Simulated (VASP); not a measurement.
# Au in VASP: notebook

The runs below take Au through relaxation of cell and atoms, single point, with PBEsol.

All numbers are computed with VASP 6.6.1; they aren't measurements. Logs are shortened: lines on timing, memory, paths and dates and some standing lists are left out, and cuts for length are marked.

## (1) The cell of the first run

Symmetry: Im-3m, No. 229, cubic system. The conventional cell has a = 3.177 Å, b = 3.177 Å, c = 3.177 Å, α = 90.00°, β = 90.00°, γ = 90.00°. Au (site symmetry m-3m) has 14 Au at 2.75 to 3.18 Å within 3.6 Å.

This isn't the form of Au at room conditions, which is fcc.

## (2) Relaxation of cell and atoms, PBEsol, target pressure 12 GPa, at which the enthalpy is minimised

The input, INCAR:

```
SYSTEM = Au
PREC = Accurate ; ENCUT = 600
EDIFF = 1E-6 ; ISMEAR = 0
SIGMA = 0.1 ; LREAL = .False.
LASPH = .True. ; NELM = 80
ALGO = Normal ; ISIF = 3
LWAVE = .False. ; LCHARG = .False.
GGA = PS ; IBRION = 2
NSW = 70 ; EDIFFG = -0.008
PSTRESS = 120.0
```

The input, KPOINTS:

```
Automatic mesh
0
Gamma
  18 18 18
  0 0 0
```

The input, POSCAR:

```
Au
1.0
   -1.5887276122      1.5887276122      1.5887276122
    1.5887276122     -1.5887276122      1.5887276122
    1.5887276122      1.5887276122     -1.5887276122
Au
1
Direct
    0.0000000000      0.0000000000      0.0000000000
```

Potentials or basis: VASP PAW PBE potentials, release 64 (Au).

The run is started by

```
$ cat potpaw_PBE.64/Au/POTCAR > POTCAR
$ mpirun -np 1 vasp_std > vasp.out
```

OUTCAR:

```text
SYSTEM = Au
   PREC = Accurate
   ENCUT = 600
   EDIFF = 1E-6
   ISMEAR = 0
   LREAL = .False.
   LASPH = .True.
   NELM = 80
   ISIF = 3
   GGA = PS
   IBRION = 2
   NSW = 70
   EDIFFG = -0.008
   PSTRESS = 120.0

 ion  position               nearest neighbor table
   1  0.000  0.000  0.000-

  LATTYP: Found a body centered cubic cell.
 ALAT       =     3.1774552244

  Lattice vectors:

 A1 = (  -1.5887276122,   1.5887276122,   1.5887276122)
 A2 = (   1.5887276122,  -1.5887276122,   1.5887276122)
 A3 = (   1.5887276122,   1.5887276122,  -1.5887276122)

Analysis of symmetry for initial positions (statically):
=====================================================================
 Subroutine PRICEL returns:
 Original cell was already a primitive cell.

 Routine SETGRP: Setting up the symmetry group for a
 body centered cubic supercell.

 Subroutine GETGRP returns: Found 48 space group operations
 (whereof 48 operations were pure point group operations)
 out of a pool of 48 trial point group operations.

The static configuration has the point symmetry O_h .

Analysis of symmetry for dynamics (positions and initial velocities):
=====================================================================
 Subroutine PRICEL returns:
 Original cell was already a primitive cell.

 Routine SETGRP: Setting up the symmetry group for a
 body centered cubic supercell.

 Subroutine GETGRP returns: Found 48 space group operations
 (whereof 48 operations were pure point group operations)
 out of a pool of 48 trial point group operations.

The dynamic configuration has the point symmetry O_h .

 Subroutine INISYM returns: Found 48 space group operations
 (whereof 48 operations are pure point group operations),
 and found     1 'primitive' translations

----------------------------------------------------------------------------------------

                                     Primitive cell

  volume of cell :      16.0401

  direct lattice vectors                    reciprocal lattice vectors
    -1.588727612  1.588727612  1.588727612     0.000000000  0.314717259  0.314717259
     1.588727612 -1.588727612  1.588727612     0.314717259  0.000000000  0.314717259
     1.588727612  1.588727612 -1.588727612     0.314717259  0.314717259  0.000000000

  length of vectors
     2.751756944  2.751756944  2.751756944     0.445077417  0.445077417  0.445077417

  position of ions in fractional coordinates (direct lattice)
     0.000000000  0.000000000  0.000000000

  ion indices of the primitive-cell ions
   primitive index   ion index
                 1           1

----------------------------------------------------------------------------------------

 KPOINTS: Automatic mesh

Automatic generation of k-mesh.
 Grid dimensions read from file:
 generate k-points for:   18   18   18

 Generating k-lattice:

  Cartesian coordinates                     Fractional coordinates (reciprocal lattice)
     0.000000000  0.017484292  0.017484292     0.055555556  0.000000000  0.000000000
     0.017484292  0.000000000  0.017484292     0.000000000  0.055555556  0.000000000
     0.017484292  0.017484292  0.000000000     0.000000000  0.000000000  0.055555556

  Length of vectors
     0.024726523  0.024726523  0.024726523

  Shift w.r.t. Gamma in fractional coordinates (k-lattice)
     0.000000000  0.000000000  0.000000000

 Subroutine IBZKPT returns following result:
 ===========================================

 Found    195 irreducible k-points:

 Following reciprocal coordinates:
            Coordinates               Weight
  0.000000  0.000000  0.000000      1.000000
  0.055556  0.000000  0.000000     12.000000
  0.111111  0.000000  0.000000     12.000000
  0.166667  0.000000  0.000000     12.000000
  0.222222  0.000000  0.000000     12.000000
  0.277778  0.000000  0.000000     12.000000
[... 16 lines left out ...]
  0.333333  0.111111 -0.000000     48.000000
  0.388889  0.111111  0.000000     48.000000
 [... further k-points ...]
   k-points           NKPTS =    195   k-points in BZ     NKDIM =    195   number of bands    NBANDS=      9
   number of dos      NEDOS =    301   number of ions     NIONS =      1
   total plane-waves  NPLWV =  13824
   dimension x,y,z NGX =    24 NGY =   24 NGZ =   24
   dimension x,y,z NGXF=    48 NGYF=   48 NGZF=   48
   ions per type =               1
   NGX,Y,Z   is equivalent  to a cutoff of  14.50, 14.50, 14.50 a.u.
   NGXF,Y,Z  is equivalent  to a cutoff of  29.00, 29.00, 29.00 a.u.
 SYSTEM =  Au
   PREC   = accura    normal or accurate (medium, high low for compatibility)
   ISTART =      0    job   : 0-new  1-cont  2-samecut
   ICHARG =      2    charge: 1-file 2-atom 10-const
   ISPIN  =      1    spin polarized calculation?
   LNONCOLLINEAR =      F non collinear calculations
   LSORBIT =      F    spin-orbit coupling
   LASPH  =      T    aspherical Exc in radial PAW
   ENCUT  =  600.0 eV  44.10 Ry    6.64 a.u.   5.50  5.50  5.50*2*pi/ulx,y,z
   NELM   =     80;   NELMIN=  2; NELMDL= -5     # of ELM steps
   EDIFF  = 0.1E-05   stopping-criterion for ELM
   LREAL  =      F    real-space projection
   EDIFFG = -.8E-02   stopping-criterion for IOM
   NSW    =     70    number of steps for IOM
   IBRION =      2    ionic relax: 0-MD 1-quasi-New 2-CG
   NFREE  =      1    steps in history (QN), initial steepest desc. (CG)
   ISIF   =      3    stress and relaxation
   ISYM   =      2    0-nonsym 1-usesym 2-fastsym
   POTIM  = 0.5000    time-step for ionic-motion
   TEBEG  =    0.0;   TEEND  =   0.0 temperature during run
   PSTRESS=  120.0 pullay stress
   NELECT =      11.0000    total number of electrons
   NUPDOWN=      -1.0000    fix difference up-down
   EMIN   =  10.00;   EMAX   =-10.00  energy-range for DOS
   EFERMI =   0.00;   METHOD = LEGACY
   ISMEAR =     0;   SIGMA  =   0.10  broadening in eV -4-tet -1-fermi 0-gaus
   EFERMI_NEDOS =   21; number of points for ismear=-14 and -15
   IALGO  =     38    algorithm
   IMIX   =      4    mixing-type and parameters
     AMIX     =   0.40;   BMIX     =  1.00
     AMIX_MAG =   1.60;   BMIX_MAG =  1.00
  volume/ion in A,a.u.               =      16.04       108.24
  Fermi-wavevector in a.u.,A,eV,Ry     =   1.443676  2.728151 28.357252  2.084199
  Thomas-Fermi vector in A             =   2.562057
   LORBIT       =      0    0 simple, 1 ext, 2 COOP (PROOUT), +10 PAW based schemes
   GGA     = PS    functional components
   LHFCALC =     F    Hartree Fock is set to
   AEXX    =    0.0000 exact exchange contribution
   IVDW    =     0    specifies the selected vdW correction
   LEPSILON=     F    determine dielectric tensor
   LRPA    =     F    only Hartree local field effects (RPA)
 conjugate gradient relaxation of ions
 non-spin polarized calculation
 Gauss-broadening in eV      SIGMA  =   0.10
  energy-cutoff  :      600.00
  volume of cell :       16.04
 maximum number of plane-waves:       559
 NGX is ok and might be reduce to    24
   NGX = 11   NGY = 11   NGZ = 11

--------------------------------------- Ionic step        1  -------------------------------------------

 number of electron      10.9999999 magnetization

 Free energy of the ion-electron system (eV)
  ---------------------------------------------------
  ext. energy  EPLUGINS =         0.00000000
  ---------------------------------------------------
  free energy    TOTEN  =        -3.86945590 eV

  energy without entropy =       -3.86903845  energy(sigma->0) =       -3.86924718

------------------------ aborting loop because EDIFF is reached ----------------------------------------

  FORCE on cell =-STRESS in cart. coord.  units (eV):
  Direction    XX          YY          ZZ          XY          YZ          ZX
  --------------------------------------------------------------------------------------
  -------------------------------------------------------------------------------------
  Total        1.2338812      1.2338812      1.2338812     -0.0000000      0.0000000     -0.0000000
  in kB      123.2467914    123.2467914    123.2467914     -0.0000000      0.0000000     -0.0000000
  external PRESSURE =       3.2467914 kB  Pullay stress =     120.0000000 kB

 VOLUME and BASIS-vectors are now :
 -----------------------------------------------------------------------------
  energy-cutoff  :      600.00
  volume of cell :       16.04
      direct lattice vectors                 reciprocal lattice vectors
    -1.588727612  1.588727612  1.588727612     0.000000000  0.314717259  0.314717259
     1.588727612 -1.588727612  1.588727612     0.314717259  0.000000000  0.314717259
     1.588727612  1.588727612 -1.588727612     0.314717259  0.314717259  0.000000000
[... 44 lines left out ...]
  FREE ENERGIE OF THE ION-ELECTRON SYSTEM (eV)
  ---------------------------------------------------
  free  energy   TOTEN  =        -3.8749991892 eV

  energy  without entropy=       -3.8745869209  energy(sigma->0) =       -3.87479306

  enthalpy is  TOTEN    =        -2.6679624691 eV   P V=        1.2070367201

--------------------------------------- Ionic step        3  -------------------------------------------

 number of electron      10.9999999 magnetization

 Free energy of the ion-electron system (eV)
  ---------------------------------------------------
  ext. energy  EPLUGINS =         0.00000000
  ---------------------------------------------------
  free energy    TOTEN  =        -3.87103560 eV

  energy without entropy =       -3.87061968  energy(sigma->0) =       -3.87082764

 E-fermi :  10.3225     XC(G=0): -13.2407

 val. band max:       10.2771374368   @ k =   0.3889   0.0556   0.0556
 cond. band min:      10.3757714974   @ k =  -0.3333   0.3333   0.3333
 fundamental gap:      0.0986340605
 Fermi energy:        10.3224670872

 k-point     1 :       0.0000    0.0000    0.0000
  band No.  band energies     occupation
      1      -0.2550      2.00000
      2       5.0947      2.00000
      3       5.0947      2.00000
      4       5.0947      2.00000
      5       7.2412      2.00000
      6       7.2412      2.00000
      7      26.7915      0.00000
      8      26.7915      0.00000
      9      26.7915      0.00000

 k-point     2 :       0.0556    0.0000    0.0000
  band No.  band energies     occupation
      1      -0.1343      2.00000
      2       5.0533      2.00000
      3       5.0974      2.00000
      4       5.1837      2.00000
      5       7.1895      2.00000
      6       7.2441      2.00000
      7      26.8237      0.00000
      8      26.8342      0.00000
      9      26.9550      0.00000
[... 253 lines left out ...]
 k-point    24 :       0.3889    0.1111    0.0000
  band No.  band energies     occupation
      1       2.7607      2.00000
      2       3.9994      2.00000
      3       6.6646      2.00000
      4       7.0899      2.00000
      5       7.9328      2.00000
      6      10.4591      0.05327
      7      15.1168      0.00000
      8      22.3231      0.00000
      9      24.1703      0.00000

 [... further k-points ...]

------------------------ aborting loop because EDIFF is reached ----------------------------------------

  FORCE on cell =-STRESS in cart. coord.  units (eV):
  Direction    XX          YY          ZZ          XY          YZ          ZX
  --------------------------------------------------------------------------------------
  -------------------------------------------------------------------------------------
  Total        1.2030476      1.2030476      1.2030476     -0.0000000      0.0000000     -0.0000000
  in kB      120.0112502    120.0112502    120.0112502     -0.0000000      0.0000000     -0.0000000
  external PRESSURE =       0.0112502 kB  Pullay stress =     120.0000000 kB

 VOLUME and BASIS-vectors are now :
 -----------------------------------------------------------------------------
  energy-cutoff  :      600.00
  volume of cell :       16.06
      direct lattice vectors                 reciprocal lattice vectors
    -1.589414422  1.589414422  1.589414422     0.000000000  0.314581265  0.314581265
     1.589414422 -1.589414422  1.589414422     0.314581265  0.000000000  0.314581265
     1.589414422  1.589414422 -1.589414422     0.314581265  0.314581265  0.000000000

 POSITION                                       TOTAL-FORCE (eV/Angst)
 -----------------------------------------------------------------------------------
      0.00000     -0.00000      0.00000         0.000000      0.000000      0.000000
 -----------------------------------------------------------------------------------
    total drift:                               -0.000000     -0.000000      0.000000

  FREE ENERGIE OF THE ION-ELECTRON SYSTEM (eV)
  ---------------------------------------------------
  free  energy   TOTEN  =        -3.8710356032 eV

  energy  without entropy=       -3.8706196784  energy(sigma->0) =       -3.87082764

  enthalpy is  TOTEN    =        -2.6681007627 eV   P V=        1.2029348405

 reached required accuracy - stopping structural energy minimisation
```

It took 1.8 min on 1 thread of Intel Xeon 8259CL, shared host; peak memory 0.18 GiB.

What came out:

| Quantity | Value |
| --- | --- |
| Free energy | -3.8710 eV |
| Relaxed volume | 16.06 Å³/atom |
| Relaxed cell | a = 2.753 Å, b = 2.753 Å, c = 2.753 Å, α = 109.47°, β = 109.47°, γ = 109.47° |
| Space group after relaxing (to 0.1 Å) | Im-3m (No. 229) |
| Energy change on relaxing (the run minimises the enthalpy) | -1.6 meV/atom |
| Ionic steps | 3 |
| Pressure after relaxing | 12.0 GPa |
| Band gap on the k mesh | zero (an odd number of electrons rules out a gap without spin polarisation) |

Step by step:
```csv
step,energy change (eV),largest force (eV/Å),pressure (GPa),volume (Å³)
1,0.0000,0.0000,12.32,16.04
2,-0.0055,0.0000,11.21,16.12
3,-0.0016,0.0000,12.00,16.06
```

Final structure:
```cif
data_structure
_symmetry_space_group_name_H-M 'P 1'
_symmetry_Int_Tables_number 1
_cell_length_a 2.7529
_cell_length_b 2.7529
_cell_length_c 2.7529
_cell_angle_alpha 109.471
_cell_angle_beta 109.471
_cell_angle_gamma 109.471
_cell_volume 16.06
loop_
_atom_site_label
_atom_site_type_symbol
_atom_site_fract_x
_atom_site_fract_y
_atom_site_fract_z
_atom_site_occupancy
Au1 Au 0.00000 0.00000 0.00000 1
```

Levels at points of the mesh, in eV from the Fermi level:
```csv
k point,band 2,band 3,band 4,band 5,band 6,band 7,band 8,band 9
"(0.00, 0.00, 0.00)",-5.23,-5.23,-5.23,-3.08,-3.08,16.47,16.47,16.47
"(0.50, 0.00, 0.00)",-6.45,-3.24,-2.84,-1.34,-0.98,3.91,12.35,14.30
"(0.50, 0.50, 0.50)",-7.43,-1.78,-1.78,-1.78,6.29,6.29,6.29,10.43
```

Caveat: the cell is relaxed towards a set pressure, so the run minimises the enthalpy, not the energy; the PAW data sets were made with another functional, which shifts forces and pressure a little; spin-orbit coupling is left out, which moves the levels of the heavy elements.

## (3) Relaxation of cell and atoms, PBEsol, target pressure 4 GPa, at which the enthalpy is minimised

This run uses another cell than the first one, of 16.67 Å³/atom.

The input, INCAR:

```
PREC     = Accurate       # precision mode
ENCUT    = 600            # plane-wave cutoff, eV
EDIFF    = 1E-7           # SCF threshold, eV
ISMEAR   = 0              # smearing method
SIGMA    = 0.1            # smearing width, eV
LREAL    = False          # projectors in reciprocal space
LASPH    = True           # aspherical terms in the spheres
NELM     = 100            # most SCF steps
ALGO     = Normal         # electronic algorithm
ISIF     = 3              # what is computed and relaxed
LWAVE    = False          # write WAVECAR
LCHARG   = False          # write CHGCAR
GGA      = PS             # functional
IBRION   = 2              # ionic algorithm
NSW      = 70             # ionic steps
EDIFFG   = -0.008         # ionic threshold
PSTRESS  = 40.0
```

The input, KPOINTS:

```
Automatic mesh
0
Gamma
  18 18 18
```

The input, POSCAR:

```
Au
1.0
   -1.6092694455      1.6092694455      1.6092694455
    1.6092694455     -1.6092694455      1.6092694455
    1.6092694455      1.6092694455     -1.6092694455
Au
1
Direct
    0.0000000000      0.0000000000      0.0000000000
```

Potentials or basis: VASP PAW PBE potentials, release 64 (Au).

The run is started by

```
$ cat potpaw_PBE.64/Au/POTCAR > POTCAR
$ mpirun -np 1 vasp_std > vasp.out
```

It took 87 s on 1 thread of Intel Xeon 8259CL, shared host; peak memory 0.17 GiB.

The run converged. Its results:

| Quantity | Value |
| --- | --- |
| Free energy | -3.9004 eV |
| Relaxed volume | 16.66 Å³/atom |
| Relaxed cell | a = 2.787 Å, b = 2.787 Å, c = 2.787 Å, α = 109.47°, β = 109.47°, γ = 109.47° |
| Space group after relaxing (to 0.1 Å) | Im-3m (No. 229) |
| Energy change on relaxing (the run minimises the enthalpy) | +0.3 meV/atom |
| Ionic steps | 3 |
| Pressure after relaxing | 4.0 GPa |
| Band gap on the k mesh | zero (an odd number of electrons rules out a gap without spin polarisation) |

Step by step:
```csv
step,energy change (eV),largest force (eV/Å),pressure (GPa),volume (Å³)
1,0.0000,0.0000,3.86,16.67
2,0.0009,0.0000,4.27,16.64
3,0.0003,0.0000,4.01,16.66
```

Final structure:
```cif
data_structure
_symmetry_space_group_name_H-M 'P 1'
_symmetry_Int_Tables_number 1
_cell_length_a 2.7867
_cell_length_b 2.7867
_cell_length_c 2.7867
_cell_angle_alpha 109.471
_cell_angle_beta 109.471
_cell_angle_gamma 109.471
_cell_volume 16.66
loop_
_atom_site_label
_atom_site_type_symbol
_atom_site_fract_x
_atom_site_fract_y
_atom_site_fract_z
_atom_site_occupancy
Au1 Au 0.00000 0.00000 0.00000 1
```

Levels at points of the mesh, in eV from the Fermi level:
```
           k point  band 4  band 5  band 6  band 7  band 8  band 9
(0.00, 0.00, 0.00)   -5.01   -2.99   -2.99   16.48   16.48   16.48
(0.50, 0.00, 0.00)   -2.77   -1.37   -0.82    3.68   12.34   14.03
(0.50, 0.50, 0.50)   -1.77   -1.77    6.26    6.26    6.26    9.96
```

Caveat: the cell is relaxed towards a set pressure, so the run minimises the enthalpy, not the energy; the PAW data sets were made with another functional, which shifts forces and pressure a little; spin-orbit coupling is left out, which moves the levels of the heavy elements.

(Part 1 of 3 ends here.)
